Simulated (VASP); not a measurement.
Set up this calculation in VASP 6.6.1, as the native input.

```
Task                   : single point
Functional             : PBEsol
Potentials or basis    : VASP PAW PBE potentials, release 64 (K_sv, F)
Cutoff                 : 520 eV
k mesh                 : 8 × 8 × 8
Occupations            : gaussian, width 0.05 eV
Spin                   : no spin polarisation
Dipole correction      : no
Further INCAR settings : ALGO = Normal; EDIFF = 1e-07; NBANDS = 15
```

The structure of KF lies in POSCAR:

```
KF
1.0
    3.3893132000      0.0000000000      0.0000000000
    0.0000000000      3.3893132000      0.0000000000
    0.0000000000      0.0000000000      3.1285968000
K F
1 1
Direct
    0.0000000000      0.0000000000      0.0000000000
    0.5000000000      0.5000000000      0.5000000000
```

This cell differs from its parent crystal: strain +0.040 along x and y, -0.040 along z.

The input as run:

INCAR

```
  PREC = Accurate
  ENCUT = 520
  EDIFF = 1E-7
  ISMEAR = 0
  SIGMA = 0.05
  LREAL = False
  LASPH = True
  NELM = 100
  ALGO = Normal
  ISIF = 2
  LWAVE = False
  LCHARG = False
  GGA = PS
  NBANDS = 15
```

KPOINTS

```
regular mesh
0
Gamma
  8 8 8
```

Potentials or basis: VASP PAW PBE potentials, release 64 (K_sv, F).

Command:

```sh
$ cat potpaw_PBE.64/K_sv/POTCAR potpaw_PBE.64/F/POTCAR > POTCAR
$ mpirun -np 1 vasp_std > vasp.out
```

It gave:

```
Pressure               : -3.3 GPa
Band gap on the k mesh : 5.63 eV (least direct gap 5.67 eV)
```

Caveat: the cell differs from its parent crystal (strain +0.040 along x and y, -0.040 along z); the cell stands under tension; the PAW data sets were made with another functional, which shifts forces and pressure a little.

Run time: 57 s on 1 thread of Intel Xeon 8259CL, with other jobs on the host, peak memory 0.17 GiB.
